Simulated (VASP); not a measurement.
Crystal: Al2O3.

```
Al O
1.0
     2.88432    0.00000    0.00000
    -1.44216    2.49790    0.00000
     0.00000    0.00000    9.33675
Al O
2 3
Cartesian
  0.0000 0.0000 7.9363
  0.0000 0.0000 1.4004
  0.0000 1.6653 7.2610
  1.4422 0.8326 0.0000
  0.0000 1.6653 2.0757
```

```yaml
Program: VASP 6.6.1
Task: relaxation of cell and atoms
Functional: LDA
Potentials_or_basis: VASP PAW LDA potentials, release 64 (Al, O)
Cutoff: 600 eV
k_mesh: 11 × 11 × 3
Occupations: fermi-dirac, width 0.05 eV
Spin: no spin polarisation
```

At the start: pressure -6.6 GPa; volume 13.45 Å³/atom.

Question: Where does the relaxation end?

Answer: Over 42 steps the energy falls by 21.8 meV/atom and the volume is 10.21 Å³/atom (-24.1 %); space group P-6m2 (No. 187, to 0.05 Å).

Step by step:
```tsv
step	energy change (eV)	largest force (eV/Å)	pressure (GPa)	volume (Å³)
1	0.0000	0.5015	-6.61	67.27
3	-0.0602	0.3680	-0.42	64.80
5	-0.0652	0.0219	-0.11	64.45
7	-0.0653	0.0424	0.13	64.32
9	-0.0654	0.0450	0.09	64.27
11	-0.0655	0.0765	-0.07	64.02
13	-0.0657	0.0510	-0.02	64.10
15	-0.0662	0.0556	-0.10	63.95
17	-0.0680	0.0741	-0.36	63.35
19	-0.0707	0.3034	-1.31	60.91
21	-0.0711	0.3063	-1.34	60.78
23	-0.0728	0.3124	-1.45	60.18
25	-0.0805	0.3212	-1.64	57.77
27	-0.0463	0.3276	1.57	48.11
29	-0.0825	0.4630	0.99	50.95
31	-0.0807	0.4671	1.11	50.65
33	-0.0820	0.4099	0.92	50.04
35	-0.0916	0.3123	0.54	50.27
37	-0.1076	0.1391	-1.02	51.26
39	-0.1087	0.0298	-0.32	51.06
41	-0.1088	0.0124	-0.04	51.02
42	-0.1088	0.0081	-0.08	51.03
```

Final structure:
```
Al O
1.0
     2.84268    0.00000    0.00000
    -1.42134    2.46183    0.00000
     0.00000    0.00000    7.29156
Al O
2 3
Cartesian
  0.0000 0.0000 5.9177
  0.0000 0.0000 1.3739
  0.0000 1.6412 5.2507
  1.4213 0.8206 0.0000
  0.0000 1.6412 2.0409
```

Caveat: the volume moved by over 15 % at a fixed basis, so the end points are rough.
